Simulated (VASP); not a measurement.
# BaTiO3 (Pm-3m) in VASP: single point with HSE06

Aim: the single point of BaTiO3 with HSE06.

All numbers are computed with VASP 6.6.1; they aren't measurements. Logs are shortened: lines on timing, memory, paths and dates and some standing lists are left out, and cuts for length are marked.

### 1 The cell of the first run

The structure is cubic, space group Pm-3m (No. 221). The conventional cell has a = 4.034 Å, b = 4.034 Å, c = 4.034 Å, α = 90.00°, β = 90.00°, γ = 90.00°. Within 3.8 Å of Ba (site symmetry m-3m) lie 12 O at 2.85 Å and 8 Ti at 3.49 Å. Ti (site symmetry m-3m) has 6 O at 2.02 Å within 2.7 Å. O (site symmetry 4/mmm) has 2 Ti at 2.02 Å within 2.7 Å.

### 2 Single point, HSE06 (strain +1.0%)

File POSCAR:

```
BaTiO3
1.0
    4.0340374856      0.0000000000      0.0000000000
    0.0000000000      4.0340374856      0.0000000000
    0.0000000000      0.0000000000      4.0340374856
Ba Ti O
1 1 3
Direct
    0.0000000000      0.0000000000      0.0000000000
    0.5000000000      0.5000000000      0.5000000000
    0.5000000000      0.5000000000      0.0000000000
    0.5000000000      0.0000000000      0.5000000000
    0.0000000000      0.5000000000      0.5000000000
```

File INCAR.step1:

```
SYSTEM = BaTiO3
PREC = Accurate
ENCUT = 520
EDIFF = 1E-5
ISMEAR = 0
SIGMA = 0.01
LREAL = .FALSE.
LASPH = .TRUE.
NELM = 100
ALGO = Normal
ISIF = 2
LWAVE = .TRUE.
LCHARG = .FALSE.
GGA = PE
NBANDS = 28
```

File INCAR.step2:

```
SYSTEM = BaTiO3
PREC = Accurate
ENCUT = 520
EDIFF = 1E-7
ISMEAR = 0
SIGMA = 0.01
LREAL = .FALSE.
LASPH = .TRUE.
NELM = 100
ALGO = Normal
ISIF = 2
LWAVE = .FALSE.
LCHARG = .FALSE.
GGA = PE
LHFCALC = .TRUE.
HFSCREEN = 0.2079
PRECFOCK = Fast
ISTART = 1
NBANDS = 28
```

File KPOINTS:

```
Automatic mesh
0
G
  4 4 4
  0 0 0
```

Potentials or basis: VASP PAW PBE potentials, release 64 (Ba_sv, Ti_sv, O).

Command:

```bash
$ cat potpaw_PBE.64/Ba_sv/POTCAR potpaw_PBE.64/Ti_sv/POTCAR potpaw_PBE.64/O/POTCAR > POTCAR
$ cp INCAR.step1 INCAR
$ mpirun -np 1 vasp_std > vasp.out
$ cp INCAR.step2 INCAR
$ mpirun -np 1 vasp_std > vasp.out
```

OUTCAR:

```text
SYSTEM = BaTiO3
   PREC = Accurate
   ENCUT = 520
   EDIFF = 1E-7
   ISMEAR = 0
   LREAL = .FALSE.
   LASPH = .TRUE.
   NELM = 100
   ISIF = 2
   GGA = PE
   LHFCALC = .TRUE.
   HFSCREEN = 0.2079
   PRECFOCK = Fast
   ISTART = 1

 ion  position               nearest neighbor table
   1  0.000  0.000  0.000-   3 2.85   4 2.85   5 2.85   4 2.85   5 2.85   3 2.85   5 2.85   5 2.85
                             3 2.85   4 2.85   4 2.85   3 2.85   2 3.49   2 3.49   2 3.49   2 3.49
   2  0.500  0.500  0.500-   3 2.02   4 2.02   5 2.02   3 2.02   4 2.02   5 2.02   1 3.49   1 3.49
                             1 3.49   1 3.49   1 3.49   1 3.49   1 3.49   1 3.49
   3  0.500  0.500  0.000-   2 2.02   2 2.02   1 2.85   1 2.85   1 2.85   1 2.85
   4  0.500  0.000  0.500-   2 2.02   2 2.02   1 2.85   1 2.85   1 2.85   1 2.85
   5  0.000  0.500  0.500-   2 2.02   2 2.02   1 2.85   1 2.85   1 2.85   1 2.85

  LATTYP: Found a simple cubic cell.
 ALAT       =     4.0340374856

  Lattice vectors:

 A1 = (   4.0340374856,   0.0000000000,   0.0000000000)
 A2 = (   0.0000000000,   4.0340374856,   0.0000000000)
 A3 = (   0.0000000000,   0.0000000000,   4.0340374856)

Analysis of symmetry for initial positions (statically):
=====================================================================
 Subroutine PRICEL returns:
 Original cell was already a primitive cell.

 Routine SETGRP: Setting up the symmetry group for a
 simple cubic supercell.

 Subroutine GETGRP returns: Found 48 space group operations
 (whereof 48 operations were pure point group operations)
 out of a pool of 48 trial point group operations.

The static configuration has the point symmetry O_h .

Analysis of symmetry for dynamics (positions and initial velocities):
=====================================================================
 Subroutine PRICEL returns:
 Original cell was already a primitive cell.

 Routine SETGRP: Setting up the symmetry group for a
 simple cubic supercell.

 Subroutine GETGRP returns: Found 48 space group operations
 (whereof 48 operations were pure point group operations)
 out of a pool of 48 trial point group operations.

The dynamic configuration has the point symmetry O_h .

 Subroutine INISYM returns: Found 48 space group operations
 (whereof 48 operations are pure point group operations),
 and found     1 'primitive' translations

----------------------------------------------------------------------------------------

                                     Primitive cell

  volume of cell :      65.6477

  direct lattice vectors                    reciprocal lattice vectors
     4.034037486  0.000000000  0.000000000     0.247890607  0.000000000  0.000000000
     0.000000000  4.034037486  0.000000000     0.000000000  0.247890607  0.000000000
     0.000000000  0.000000000  4.034037486     0.000000000  0.000000000  0.247890607

  length of vectors
     4.034037486  4.034037486  4.034037486     0.247890607  0.247890607  0.247890607

  position of ions in fractional coordinates (direct lattice)
     0.000000000  0.000000000  0.000000000
     0.500000000  0.500000000  0.500000000
     0.500000000  0.500000000  0.000000000
     0.500000000  0.000000000  0.500000000
     0.000000000  0.500000000  0.500000000

  ion indices of the primitive-cell ions
   primitive index   ion index
                 1           1
                 2           2
                 3           3
                 4           4
                 5           5

----------------------------------------------------------------------------------------

 KPOINTS: Automatic mesh

Automatic generation of k-mesh.
 Grid dimensions read from file:
 generate k-points for:    4    4    4

 Generating k-lattice:

  Cartesian coordinates                     Fractional coordinates (reciprocal lattice)
     0.061972652  0.000000000  0.000000000     0.250000000  0.000000000  0.000000000
     0.000000000  0.061972652  0.000000000     0.000000000  0.250000000  0.000000000
     0.000000000  0.000000000  0.061972652     0.000000000  0.000000000  0.250000000

  Length of vectors
     0.061972652  0.061972652  0.061972652

  Shift w.r.t. Gamma in fractional coordinates (k-lattice)
     0.000000000  0.000000000  0.000000000

 Subroutine IBZKPT returns following result:
 ===========================================

 Found     10 irreducible k-points:

 Following reciprocal coordinates:
            Coordinates               Weight
  0.000000  0.000000  0.000000      1.000000
  0.250000  0.000000  0.000000      6.000000
  0.500000  0.000000  0.000000      3.000000
  0.250000  0.250000  0.000000     12.000000
  0.500000  0.250000  0.000000     12.000000
  0.500000  0.500000  0.000000      3.000000
  0.250000  0.250000  0.250000      8.000000
  0.500000  0.250000  0.250000     12.000000
  0.500000  0.500000  0.250000      6.000000
  0.500000  0.500000  0.500000      1.000000
   k-points           NKPTS =     10   k-points in BZ     NKDIM =     64   number of bands    NBANDS=     28
   number of dos      NEDOS =    301   number of ions     NIONS =      5
   total plane-waves  NPLWV =  27000
   dimension x,y,z NGX =    30 NGY =   30 NGZ =   30
   dimension x,y,z NGXF=    60 NGYF=   60 NGZF=   60
   ions per type =               1   1   3
   NGX,Y,Z   is equivalent  to a cutoff of  12.36, 12.36, 12.36 a.u.
   NGXF,Y,Z  is equivalent  to a cutoff of  24.73, 24.73, 24.73 a.u.
 SYSTEM =  BaTiO3
   PREC   = accura    normal or accurate (medium, high low for compatibility)
   ISTART =      1    job   : 0-new  1-cont  2-samecut
   ICHARG =      0    charge: 1-file 2-atom 10-const
   ISPIN  =      1    spin polarized calculation?
   LNONCOLLINEAR =      F non collinear calculations
   LSORBIT =      F    spin-orbit coupling
   LASPH  =      T    aspherical Exc in radial PAW
   ENCUT  =  520.0 eV  38.22 Ry    6.18 a.u.   7.50  7.50  7.50*2*pi/ulx,y,z
   NELM   =    100;   NELMIN=  2; NELMDL=  0     # of ELM steps
   EDIFF  = 0.1E-06   stopping-criterion for ELM
   LREAL  =      F    real-space projection
   EDIFFG = 0.1E-05   stopping-criterion for IOM
   NSW    =      0    number of steps for IOM
   IBRION =     -1    ionic relax: 0-MD 1-quasi-New 2-CG
   NFREE  =      0    steps in history (QN), initial steepest desc. (CG)
   ISIF   =      2    stress and relaxation
   ISYM   =      3    0-nonsym 1-usesym 2-fastsym
   POTIM  = 0.5000    time-step for ionic-motion
   TEBEG  =    0.0;   TEEND  =   0.0 temperature during run
   PSTRESS=    0.0 pullay stress
   NELECT =      40.0000    total number of electrons
   NUPDOWN=      -1.0000    fix difference up-down
   EMIN   =  10.00;   EMAX   =-10.00  energy-range for DOS
   EFERMI =   0.00;   METHOD = LEGACY
   ISMEAR =     0;   SIGMA  =   0.01  broadening in eV -4-tet -1-fermi 0-gaus
   EFERMI_NEDOS =   21; number of points for ismear=-14 and -15
   IALGO  =     38    algorithm
   IMIX   =      1    mixing-type and parameters
     AMIX     =   0.40;   BMIX     =  1.00
     AMIX_MAG =   1.60;   BMIX_MAG =  1.00
  volume/ion in A,a.u.               =      13.13        88.60
  Fermi-wavevector in a.u.,A,eV,Ry     =   1.387890  2.622731 26.208050  1.926237
  Thomas-Fermi vector in A             =   2.512068
   LORBIT       =      0    0 simple, 1 ext, 2 COOP (PROOUT), +10 PAW based schemes
   GGA     = PE    functional components
   LHFCALC =     T    Hartree Fock is set to
   PRECFOCK=fast      Normal, Fast or Accurate (Low or Medium for compatibility)
   ENCUT4O =  -1.0   cutoff for four orbital integrals eV
   NKREDX  =     1    reduce k-point grid by
   NKREDY  =     1    reduce k-point grid by
   NKREDZ  =     1    reduce k-point grid by
   AEXX    =    0.2500 exact exchange contribution
   HFSCREEN=    0.2079 screening length (either q_TF or 0.3 A-1)
   HFSCREENC=   0.2079 screening length for correlation (either q_TF or 0.3 A-1)
   ENCUTFOCK=  -1.0 apply spherical cutoff to Coloumb kernel
   IVDW    =     0    specifies the selected vdW correction
   LEPSILON=     F    determine dielectric tensor
   LRPA    =     F    only Hartree local field effects (RPA)
 non-spin polarized calculation
 Gauss-broadening in eV      SIGMA  =   0.01
  energy-cutoff  :      520.00
  volume of cell :       65.65
 maximum number of plane-waves:      1800
  NGX = 18; NGY = 18; NGZ = 18

 number of electron      39.9999976 magnetization

 Free energy of the ion-electron system (eV)
  ---------------------------------------------------
  ext. energy  EPLUGINS =         0.00000000
  ---------------------------------------------------
  free energy    TOTEN  =       -48.34108201 eV

  energy without entropy =      -48.34108201  energy(sigma->0) =      -48.34108201

 E-fermi :   2.7390     XC(G=0):  -9.1585

 val. band max:        2.6272561684   @ k =   0.5000   0.5000   0.5000
 cond. band min:       5.6886609216   @ k =   0.0000   0.0000   0.0000
 fundamental gap:      3.0614047531
 Fermi energy:         2.7389719115

 k-point     1 :       0.0000    0.0000    0.0000
  band No.  band energies     occupation
      1     -58.5731      2.00000
      2     -33.0988      2.00000
      3     -33.0988      2.00000
      4     -33.0988      2.00000
      5     -23.5619      2.00000
      6     -15.8324      2.00000
[... 20 lines left out ...]
     27       9.1908      0.00000
     28      11.3775      0.00000

 k-point     2 :       0.2500    0.0000    0.0000
  band No.  band energies     occupation
      1     -58.5727      2.00000
      2     -33.1213      2.00000
      3     -33.0971      2.00000
      4     -33.0971      2.00000
      5     -23.4997      2.00000
      6     -15.8832      2.00000
[... 20 lines left out ...]
     27      10.3313      0.00000
     28      12.5922      0.00000

 k-point     3 :       0.5000    0.0000    0.0000
  band No.  band energies     occupation
      1     -58.5723      2.00000
      2     -33.1440      2.00000
      3     -33.0955      2.00000
      4     -33.0955      2.00000
      5     -23.4357      2.00000
      6     -16.0180      2.00000
[... 182 lines left out ...]
      3     -33.1380      2.00000
      4     -33.1142      2.00000
      5     -23.3215      2.00000
      6     -15.1835      2.00000
[... 20 lines left out ...]
     27      12.2249      0.00000
     28      12.2249      0.00000

 k-point    10 :       0.5000    0.5000    0.5000
  band No.  band energies     occupation
      1     -58.5708      2.00000
      2     -33.1362      2.00000
      3     -33.1362      2.00000
      4     -33.1362      2.00000
      5     -23.2878      2.00000
      6     -14.8906      2.00000
[... 20 lines left out ...]
     27      11.8177      0.00000
     28      11.8177      0.00000

------------------------ aborting loop because EDIFF is reached ----------------------------------------

  FORCE on cell =-STRESS in cart. coord.  units (eV):
  Direction    XX          YY          ZZ          XY          YZ          ZX
  --------------------------------------------------------------------------------------
  -------------------------------------------------------------------------------------
  Total       -2.3194806     -2.3194806     -2.3194806      0.0000000     -0.0000000      0.0000000
  in kB      -56.6084854    -56.6084854    -56.6084854      0.0000000     -0.0000000      0.0000000
  external PRESSURE =     -56.6084854 kB  Pullay stress =       0.0000000 kB

 VOLUME and BASIS-vectors are now :
 -----------------------------------------------------------------------------
  energy-cutoff  :      520.00
  volume of cell :       65.65
      direct lattice vectors                 reciprocal lattice vectors
     4.034037486  0.000000000  0.000000000     0.247890607  0.000000000  0.000000000
     0.000000000  4.034037486  0.000000000     0.000000000  0.247890607  0.000000000
     0.000000000  0.000000000  4.034037486     0.000000000  0.000000000  0.247890607

 POSITION                                       TOTAL-FORCE (eV/Angst)
 -----------------------------------------------------------------------------------
      0.00000      0.00000      0.00000         0.000000      0.000000      0.000000
      2.01702      2.01702      2.01702         0.000000      0.000000      0.000000
      2.01702      2.01702      0.00000         0.000000      0.000000      0.000000
      2.01702      0.00000      2.01702         0.000000      0.000000      0.000000
      0.00000      2.01702      2.01702         0.000000      0.000000      0.000000
 -----------------------------------------------------------------------------------
    total drift:                               -0.000002     -0.000003     -0.000003

  FREE ENERGIE OF THE ION-ELECTRON SYSTEM (eV)
  ---------------------------------------------------
  free  energy   TOTEN  =       -48.3410820135 eV

  energy  without entropy=      -48.3410820135  energy(sigma->0) =      -48.34108201
```

Run time: 55 min. Hardware: 1 thread of Oxide Virtual Turin-like, shared host; peak memory 0.26 GiB.

Results:

```yaml
Free_energy: -48.3411 eV
Pressure: -5.7 GPa
Band_gap_on_the_k_mesh: 3.06 eV (least direct gap 3.20 eV)
```

Levels at points of the mesh, in eV from the valence-band top:
```
           k point  band 18  band 19  band 20  band 21  band 22  band 23
(0.00, 0.00, 0.00)    -0.14    -0.14    -0.14     3.06     3.06     3.06
(0.50, 0.00, 0.00)    -1.90    -0.75    -0.75     3.23     4.90     4.90
(0.50, 0.50, 0.00)    -0.94    -0.94    -0.09     4.92     4.92     5.43
(0.50, 0.50, 0.50)     0.00     0.00     0.00     5.67     5.67     5.67
```

Caveat: the cell differs from its parent crystal (strain +1.0%); the cell stands under tension; the PAW data sets were made with another functional, which shifts forces and pressure a little; spin-orbit coupling is left out, which moves the levels of the heavy elements. A k mesh can miss the band edges.
